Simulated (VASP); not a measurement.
# SnO2 (P1) in VASP: notebook

The runs below take SnO2 through single point, with LDA.

Everything below comes from runs of VASP 6.6.1. Logs are shortened: lines on timing, memory, paths and dates and some standing lists are left out, and cuts for length are marked.

## Step 1: The cell of the first run

The typed cell holds 6 atoms: a = 4.764 Å, b = 4.798 Å, c = 3.213 Å, α = 87.33°, β = 91.43°, γ = 92.12°.

## Step 2: Single point, LDA (atoms moved at random and the cell strained at random)

INCAR

```
PREC = Accurate
ENCUT = 520
EDIFF = 1E-6
ISMEAR = 0
SIGMA = 0.05
LREAL = F
LASPH = T
NELM = 60
ALGO = Normal
ISIF = 2
LWAVE = F
LCHARG = T
GGA = CA
LELF = T
LVHAR = T
NBANDS = 35
```

KPOINTS

```
Automatic mesh
0
Gamma
  6 6 8
```

POSCAR

```
SnO2
1.0
    4.7631470489     -0.0875990215     -0.0584957935
   -0.0875990215      4.7955835490      0.1109861689
   -0.0393449917      0.0746506652      3.2114866559
Sn O
2 4
Direct
   -0.0015080286     -0.0016289385     -0.0102571801
    0.4948904724      0.4980243515      0.4874712988
    0.3006579303      0.3108944610      0.0011589709
    0.2029485838      0.8083849072      0.5052741731
    0.6957178291      0.6926840734      0.0204746481
    0.8072932129      0.1916411454      0.4958780892
```

Potentials or basis: VASP PAW LDA potentials, release 64 (Sn_d, O).

Launch:

```bash
$ cat potpaw_LDA.64/Sn_d/POTCAR potpaw_LDA.64/O/POTCAR > POTCAR
$ mpirun -np 1 vasp_std > vasp.out
```

OUTCAR:

```text
PREC = Accurate
   ENCUT = 520
   EDIFF = 1E-6
   ISMEAR = 0
   LREAL = F
   LASPH = T
   NELM = 60
   ISIF = 2
   GGA = CA

 ion  position               nearest neighbor table
   1  0.998  0.998  0.990-   6 2.01   5 2.02   3 2.04   4 2.09   4 2.12   6 2.15   2 3.65   2 3.67
                             2 3.69   2 3.71   2 3.72   2 3.74
   2  0.495  0.498  0.487-   5 1.98   3 2.02   3 2.06   4 2.08   6 2.13   5 2.17   1 3.65   1 3.67
                             1 3.69   1 3.71   1 3.72   1 3.74
   3  0.301  0.311  0.001-   2 2.02   1 2.04   2 2.06
   4  0.203  0.808  0.505-   2 2.08   1 2.09   1 2.12
   5  0.696  0.693  0.020-   2 1.98   1 2.02   2 2.17
   6  0.807  0.192  0.496-   1 2.01   2 2.13   1 2.15

  LATTYP: Found a triclinic cell.
 ALAT       =     5.6794211777
 B/A-ratio  =     0.8388727416
 C/A-ratio  =     1.3800135527
 COS(alpha) =     0.0021483044
 COS(beta)  =     0.4493893994
 COS(gamma) =     0.8247624505

  Lattice vectors:

 A1 = (  -4.7238020572,   0.0129483563,  -3.1529908624)
 A2 = (  -4.7631470489,   0.0875990215,   0.0584957935)
 A3 = (  -0.0089090381,   4.6462822186,  -6.3119871429)

Analysis of symmetry for initial positions (statically):
=====================================================================
 Subroutine PRICEL returns:
 Original cell was already a primitive cell.

 Routine SETGRP: Setting up the symmetry group for a
 triclinic supercell.

 Subroutine GETGRP returns: Found  1 space group operations
 (whereof  1 operations were pure point group operations)
 out of a pool of  2 trial point group operations.

The static configuration has the point symmetry C_1 .

Analysis of symmetry for dynamics (positions and initial velocities):
=====================================================================
 Subroutine PRICEL returns:
 Original cell was already a primitive cell.

 Routine SETGRP: Setting up the symmetry group for a
 triclinic supercell.

 Subroutine GETGRP returns: Found  1 space group operations
 (whereof  1 operations were pure point group operations)
 out of a pool of  2 trial point group operations.

The dynamic configuration has the point symmetry C_1 .

 Subroutine INISYM returns: Found  1 space group operations
 (whereof  1 operations are pure point group operations),
 and found     1 'primitive' translations

----------------------------------------------------------------------------------------

                                     Primitive cell

  volume of cell :      73.2826

  direct lattice vectors                    reciprocal lattice vectors
     4.763147049 -0.087599021 -0.058495793     0.210045258  0.003779291  0.002485485
    -0.087599021  4.795583549  0.110986169     0.003779291  0.208705436 -0.004805034
    -0.039344992  0.074650665  3.211486656     0.003695271 -0.007143839  0.311593598

  length of vectors
     4.764311614  4.797667464  3.212595102     0.210093958  0.208794948  0.311697385

  position of ions in fractional coordinates (direct lattice)
     0.998491971  0.998371062  0.989742820
     0.494890472  0.498024351  0.487471299
     0.300657930  0.310894461  0.001158971
     0.202948584  0.808384907  0.505274173
     0.695717829  0.692684073  0.020474648
     0.807293213  0.191641145  0.495878089

  ion indices of the primitive-cell ions
   primitive index   ion index
                 1           1
                 2           2
                 3           3
                 4           4
                 5           5
                 6           6

----------------------------------------------------------------------------------------

 KPOINTS: Automatic mesh

Automatic generation of k-mesh.
 Grid dimensions read from file:
 generate k-points for:    6    6    8

 Generating k-lattice:

  Cartesian coordinates                     Fractional coordinates (reciprocal lattice)
     0.035007543  0.000629882  0.000414248     0.166666667 -0.000000000  0.000000000
     0.000629882  0.034784239 -0.000800839    -0.000000000  0.166666667  0.000000000
     0.000461909 -0.000892980  0.038949200    -0.000000000 -0.000000000  0.125000000

  Length of vectors
     0.035015660  0.034799158  0.038962173

  Shift w.r.t. Gamma in fractional coordinates (k-lattice)
     0.000000000  0.000000000  0.000000000

 Subroutine IBZKPT returns following result:
 ===========================================

 Found    148 irreducible k-points:

 Following reciprocal coordinates:
            Coordinates               Weight
  0.000000  0.000000  0.000000      1.000000
  0.166667 -0.000000  0.000000      2.000000
  0.333333 -0.000000 -0.000000      2.000000
  0.500000  0.000000  0.000000      1.000000
 -0.000000  0.166667  0.000000      2.000000
  0.166667  0.166667  0.000000      2.000000
[... 16 lines left out ...]
  0.333333 -0.000000  0.125000      2.000000
  0.500000  0.000000  0.125000      2.000000
 [... further k-points ...]
   k-points           NKPTS =    148   k-points in BZ     NKDIM =    148   number of bands    NBANDS=     35
   number of dos      NEDOS =    301   number of ions     NIONS =      6
   total plane-waves  NPLWV =  31104
   dimension x,y,z NGX =    36 NGY =   36 NGZ =   24
   dimension x,y,z NGXF=    72 NGYF=   72 NGZF=   48
   ions per type =               2   4
   NGX,Y,Z   is equivalent  to a cutoff of  12.56, 12.47, 12.42 a.u.
   NGXF,Y,Z  is equivalent  to a cutoff of  25.12, 24.95, 24.84 a.u.
 SYSTEM =  unknown system
   PREC   = accura    normal or accurate (medium, high low for compatibility)
   ISTART =      0    job   : 0-new  1-cont  2-samecut
   ICHARG =      2    charge: 1-file 2-atom 10-const
   ISPIN  =      1    spin polarized calculation?
   LNONCOLLINEAR =      F non collinear calculations
   LSORBIT =      F    spin-orbit coupling
   LASPH  =      T    aspherical Exc in radial PAW
   ENCUT  =  520.0 eV  38.22 Ry    6.18 a.u.   8.86  8.92  5.97*2*pi/ulx,y,z
   NELM   =     60;   NELMIN=  2; NELMDL= -5     # of ELM steps
   EDIFF  = 0.1E-05   stopping-criterion for ELM
   LREAL  =      F    real-space projection
   EDIFFG = 0.1E-04   stopping-criterion for IOM
   NSW    =      0    number of steps for IOM
   IBRION =     -1    ionic relax: 0-MD 1-quasi-New 2-CG
   NFREE  =      0    steps in history (QN), initial steepest desc. (CG)
   ISIF   =      2    stress and relaxation
   ISYM   =      2    0-nonsym 1-usesym 2-fastsym
   POTIM  = 0.5000    time-step for ionic-motion
   TEBEG  =    0.0;   TEEND  =   0.0 temperature during run
   PSTRESS=    0.0 pullay stress
   NELECT =      52.0000    total number of electrons
   NUPDOWN=      -1.0000    fix difference up-down
   EMIN   =  10.00;   EMAX   =-10.00  energy-range for DOS
   EFERMI =   0.00;   METHOD = LEGACY
   ISMEAR =     0;   SIGMA  =   0.05  broadening in eV -4-tet -1-fermi 0-gaus
   EFERMI_NEDOS =   21; number of points for ismear=-14 and -15
   IALGO  =     38    algorithm
   IMIX   =      4    mixing-type and parameters
     AMIX     =   0.40;   BMIX     =  1.00
     AMIX_MAG =   1.60;   BMIX_MAG =  1.00
  volume/ion in A,a.u.               =      12.21        82.42
  Fermi-wavevector in a.u.,A,eV,Ry     =   1.460189  2.759356 29.009671  2.132151
  Thomas-Fermi vector in A             =   2.576667
   LORBIT       =      0    0 simple, 1 ext, 2 COOP (PROOUT), +10 PAW based schemes
   GGA     = CA    functional components
   LHFCALC =     F    Hartree Fock is set to
   AEXX    =    0.0000 exact exchange contribution
   IVDW    =     0    specifies the selected vdW correction
   LEPSILON=     F    determine dielectric tensor
   LRPA    =     F    only Hartree local field effects (RPA)
 non-spin polarized calculation
 Gauss-broadening in eV      SIGMA  =   0.05
  energy-cutoff  :      520.00
  volume of cell :       73.28
 maximum number of plane-waves:      1997
   NGX = 17   NGY = 17   NGZ = 11

 number of electron      51.9999986 magnetization

 Free energy of the ion-electron system (eV)
  ---------------------------------------------------
  ext. energy  EPLUGINS =         0.00000000
  ---------------------------------------------------
  free energy    TOTEN  =       -42.04325242 eV

  energy without entropy =      -42.04325242  energy(sigma->0) =      -42.04325242

 E-fermi :   5.9092     XC(G=0): -11.6736

 val. band max:        5.5947640387   @ k =   0.0000   0.0000   0.0000
 cond. band min:       6.4516187171   @ k =   0.0000   0.0000   0.0000
 fundamental gap:      0.8568546785
 Fermi energy:         5.9091834894

 k-point     1 :       0.0000    0.0000    0.0000
  band No.  band energies     occupation
      1     -15.4467      2.00000
      2     -14.6975      2.00000
      3     -14.5761      2.00000
      4     -14.4674      2.00000
      5     -14.3683      2.00000
      6     -14.3531      2.00000
[... 27 lines left out ...]
     34      17.4569      0.00000
     35      17.7230      0.00000

 k-point     2 :       0.1667   -0.0000    0.0000
  band No.  band energies     occupation
      1     -15.4064      2.00000
      2     -14.7446      2.00000
      3     -14.5740      2.00000
      4     -14.4792      2.00000
      5     -14.3688      2.00000
      6     -14.3517      2.00000
[... 27 lines left out ...]
     34      17.3451      0.00000
     35      17.7363      0.00000

 k-point     3 :       0.3333   -0.0000   -0.0000
  band No.  band energies     occupation
      1     -15.2926      2.00000
      2     -14.8893      2.00000
      3     -14.5686      2.00000
      4     -14.4989      2.00000
      5     -14.3722      2.00000
      6     -14.3463      2.00000
[... 27 lines left out ...]
     34      17.4253      0.00000
     35      17.7214      0.00000

 k-point     4 :       0.5000    0.0000    0.0000
  band No.  band energies     occupation
      1     -15.1703      2.00000
      2     -15.0325      2.00000
      3     -14.5654      2.00000
      4     -14.5063      2.00000
      5     -14.3736      2.00000
      6     -14.3406      2.00000
[... 27 lines left out ...]
     34      17.5603      0.00000
     35      17.7990      0.00000

 k-point     5 :      -0.0000    0.1667    0.0000
  band No.  band energies     occupation
      1     -15.4064      2.00000
      2     -14.7446      2.00000
      3     -14.5740      2.00000
      4     -14.4791      2.00000
      5     -14.3693      2.00000
      6     -14.3509      2.00000
[... 638 lines left out ...]
 k-point    22 :       0.1667    0.0000    0.1250
  band No.  band energies     occupation
      1     -15.3496      2.00000
      2     -14.7374      2.00000
      3     -14.6517      2.00000
      4     -14.4976      2.00000
      5     -14.4232      2.00000
      6     -14.3464      2.00000
[... 27 lines left out ...]
     34      17.3265      0.00000
     35      17.5701      0.00000

 k-point    23 :       0.3333   -0.0000    0.1250
  band No.  band energies     occupation
      1     -15.2555      2.00000
      2     -14.8791      2.00000
      3     -14.6424      2.00000
      4     -14.5224      2.00000
      5     -14.4067      2.00000
      6     -14.3407      2.00000
[... 27 lines left out ...]
     34      17.4972      0.00000
     35      17.7043      0.00000

 k-point    24 :       0.5000    0.0000    0.1250
  band No.  band energies     occupation
      1     -15.1181      2.00000
      2     -15.0482      2.00000
      3     -14.6241      2.00000
      4     -14.5346      2.00000
      5     -14.4050      2.00000
      6     -14.3394      2.00000
[... 27 lines left out ...]
     34      17.5665      0.00000
     35      17.8779      0.00000

 [... further k-points ...]

------------------------ aborting loop because EDIFF is reached ----------------------------------------

  FORCE on cell =-STRESS in cart. coord.  units (eV):
  Direction    XX          YY          ZZ          XY          YZ          ZX
  --------------------------------------------------------------------------------------
  -------------------------------------------------------------------------------------
  Total       -1.6711970     -1.7307825     -1.6569752      3.2561855     -2.3104392      0.7203030
  in kB      -36.5373662    -37.8400830    -36.2264344     71.1899540    -50.5131118     15.7479771
  external PRESSURE =     -36.8679612 kB  Pullay stress =       0.0000000 kB

 VOLUME and BASIS-vectors are now :
 -----------------------------------------------------------------------------
  energy-cutoff  :      520.00
  volume of cell :       73.28
      direct lattice vectors                 reciprocal lattice vectors
     4.763147049 -0.087599021 -0.058495793     0.210045258  0.003779291  0.002485485
    -0.087599021  4.795583549  0.110986169     0.003779291  0.208705436 -0.004805034
    -0.039344992  0.074650665  3.211486656     0.003695271 -0.007143839  0.311593598

 POSITION                                       TOTAL-FORCE (eV/Angst)
 -----------------------------------------------------------------------------------
      4.62957      4.77419      3.23094         0.291073     -0.160607      0.643782
      2.29443      2.38136      1.59183         0.254085     -0.066511      1.400785
      1.40480      1.46467      0.02064         0.068612     -0.096052     -0.383585
      0.87598      3.89662      1.70053        -0.348137      0.258632     -0.072618
      3.25232      3.26241      0.10194        -0.007096     -0.123956     -1.213115
      3.80896      0.88533      1.56655        -0.258537      0.188494     -0.375249
 -----------------------------------------------------------------------------------
    total drift:                                0.000130      0.000715     -0.000119

  FREE ENERGIE OF THE ION-ELECTRON SYSTEM (eV)
  ---------------------------------------------------
  free  energy   TOTEN  =       -42.0432524170 eV

  energy  without entropy=      -42.0432524170  energy(sigma->0) =      -42.04325242
```

Run time: 2.6 min. Hardware: 1 thread of AMD EPYC 9R45 (Zen 5), shared host; peak memory 0.33 GiB.

What came out:

- Free energy: -42.0433 eV
- Pressure: -3.7 GPa
- Largest force: 1.425 eV/Å
- Band gap on the k mesh: 0.86 eV

Forces in eV/Å, atoms in the order of the input:
```
Sn   0.291 -0.161  0.644
Sn   0.254 -0.067  1.401
O    0.069 -0.096 -0.384
O   -0.348  0.259 -0.073
O   -0.007 -0.124 -1.213
O   -0.259  0.188 -0.375
```

Caveat: the cell differs from its parent crystal (atoms moved at random and the cell strained at random); the cell stands under tension; spin-orbit coupling is left out, which moves the levels of the heavy elements; forces of over 1 eV/Å act on the atoms, so gaps and moduli don't describe the material at rest.

## Step 3: Single point, LDA

INCAR

```
SYSTEM = SnO2
  PREC = Accurate
  ENCUT = 520
  EDIFF = 1E-6
  ISMEAR = 0
  SIGMA = 0.05
  LREAL = .False.
  LASPH = .True.
  NELM = 80
  ALGO = Normal
  ISIF = 2
  LWAVE = .False.
  LCHARG = .False.
  GGA = CA
  NBANDS = 35
```

KPOINTS

```
regular mesh
0
Gamma
  6 6 8
  0 0 0
```

POSCAR is that of step 2.

Potentials or basis: VASP PAW LDA potentials, release 64 (Sn_d, O).

Launch:

```bash
$ cat potpaw_LDA.64/Sn_d/POTCAR potpaw_LDA.64/O/POTCAR > POTCAR
$ mpirun -np 1 vasp_std > vasp.out
```

Run time: 2.1 min. Hardware: 1 thread of AMD EPYC 9R45 (Zen 5), shared host; peak memory 0.34 GiB.

It converged, with:

| Item | Value |
| --- | --- |
| Free energy | -42.0433 eV |
| Pressure | -3.7 GPa |
| Largest force | 1.425 eV/Å |
| Band gap on the k mesh | 0.86 eV |

Forces in eV/Å, atoms in the order of the input:
```
Sn   0.291 -0.161  0.644
Sn   0.254 -0.067  1.401
O    0.069 -0.096 -0.384
O   -0.348  0.259 -0.073
O   -0.007 -0.124 -1.213
O   -0.259  0.188 -0.375
```

Stress tensor (GPa, compression positive):
```
-3.65  7.12  1.57
 7.12 -3.78 -5.05
 1.57 -5.05 -3.62
```

Levels at points of the mesh, in eV from the valence-band top:
```csv
k point,band 22,band 23,band 24,band 25,band 26,band 27,band 28,band 29,band 30,band 31
"(0.00, 0.00, 0.00)",-1.48,-1.14,-0.88,-0.67,0.00,0.86,5.66,5.84,6.03,9.86
"(0.50, 0.00, 0.00)",-1.91,-1.37,-1.13,-0.63,-0.58,3.87,4.12,6.56,6.70,10.18
"(0.00, 0.50, 0.00)",-1.96,-1.35,-1.12,-0.67,-0.59,3.89,4.16,6.64,6.81,10.18
"(0.50, 0.50, 0.00)",-2.00,-1.52,-1.22,-1.10,-0.70,4.27,4.55,7.06,7.11,10.17
"(0.00, 0.00, 0.50)",-2.60,-1.80,-1.58,-1.44,-0.99,5.60,5.78,9.04,9.21,10.02
"(0.50, 0.00, 0.50)",-1.64,-1.23,-0.92,-0.83,-0.69,5.79,6.13,7.34,7.91,10.31
"(0.00, 0.50, 0.50)",-1.57,-1.29,-0.96,-0.85,-0.63,5.82,6.05,7.22,7.93,10.48
"(0.50, 0.50, 0.50)",-2.33,-1.15,-1.00,-0.81,-0.62,4.26,4.50,8.26,8.65,10.19
```

Caveat: the cell stands under tension; spin-orbit coupling is left out, which moves the levels of the heavy elements; forces of over 1 eV/Å act on the atoms, so gaps and moduli don't describe the material at rest.
